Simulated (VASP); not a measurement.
Set up this calculation in VASP 6.6.1, as the native input.

```
Task                   : single point
Functional             : LDA
Potentials or basis    : VASP PAW LDA potentials, release 64 (C)
Cutoff                 : 520 eV
k mesh                 : 12 × 12 × 3
Occupations            : fermi-dirac, width 0.05 eV
Spin                   : no spin polarisation
Dipole correction      : no
Further INCAR settings : ALGO = Normal; EDIFF = 1e-06; NBANDS = 36
```

The structure of C lies in POSCAR:

```
C
1.0
    2.5715654994      0.0000000000      0.0000000000
   -1.2857827497      2.2270410500      0.0000000000
    0.0000000000      0.0000000000     12.5980301500
C
12
Direct
    0.6666666667      0.3333333333      0.3541700000
    0.3333333333      0.6666666667      0.8541700000
    0.6666666667      0.3333333333      0.1458300000
    0.3333333333      0.6666666667      0.6458300000
    0.6666666667      0.3333333333      0.4791700000
    0.3333333333      0.6666666667      0.9791700000
    0.6666666667      0.3333333333      0.0208300000
    0.3333333333      0.6666666667      0.5208300000
    0.0000000000      0.0000000000      0.8125000000
    0.0000000000      0.0000000000      0.3125000000
    0.0000000000      0.0000000000      0.6875000000
    0.0000000000      0.0000000000      0.1875000000
```

These files were run (other wordings do the same):

INCAR

```
  PREC = Accurate
  ENCUT = 520
  EDIFF = 1E-6
  ISMEAR = -1
  SIGMA = 0.05
  LREAL = F
  LASPH = T
  NELM = 80
  ALGO = Normal
  ISIF = 2
  LWAVE = F
  LCHARG = F
  GGA = CA
  NBANDS = 36
```

KPOINTS

```
Automatic mesh
0
Gamma
  12 12 3
```

Potentials or basis: VASP PAW LDA potentials, release 64 (C).

Run with:

```console
$ cat potpaw_LDA.64/C/POTCAR > POTCAR
$ mpirun -np 1 vasp_std > vasp.out
```

Results of the run:

The pressure is -33.5 GPa and the largest force is 0.308 eV/Å. The band gap on the k mesh is 4.19 eV (least direct gap 5.11 eV).

Caveat: the cell stands under tension; an odd mesh through Γ misses points on the zone boundary, where band edges can lie.

Run time: 56 s on 1 thread of AMD EPYC 9R45 96-Core Processor (Zen 5) (shared host), peak memory 0.16 GiB.
